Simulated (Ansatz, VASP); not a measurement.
## TiO: VASP beside Ansatz

```
CELL_PARAMETERS angstrom
4.95844 0.00000 0.00000
-2.47922 4.29413 0.00000
0.00000 0.00000 2.83597
ATOMIC_POSITIONS crystal
Ti 0.66667 0.33333 0.50000
Ti 0.33333 0.66667 0.50000
Ti 0.00000 0.00000 0.00000
O 0.60529 0.60529 0.00000
O 0.39471 0.00000 0.00000
O 0.00000 0.39471 0.00000
```

Alike in both runs: functional PBEsol; k mesh 12 × 12 × 12; occupations gaussian, width 0.1 eV; no spin polarisation.

Ansatz relaxed the structure, and its values are those at the end. VASP's run is a single point on that final structure, the one shown.

|  | VASP | Ansatz |
| --- | --- | --- |
| version | VASP 6.6.1 | Ansatz 0.2.0 |
| potentials or method | VASP PAW PBE potentials, release 64 (Ti_sv, O), cutoff 520 eV | scalar-relativistic, plane waves, PAW |
| valence electrons in the cell | 54 | 54 |

```csv
,VASP,Ansatz,Ansatz less VASP
gap on the k mesh at the Fermi level (eV),none,none,-
pressure (GPa),0.8,0.0,-0.77
rms of the force components (eV/Å),0.005,0.000,-0.0046
```

VASP's potentials were made for PBE, not for PBEsol. A gap of «none» marks a metal or a gap that the smearing closes.
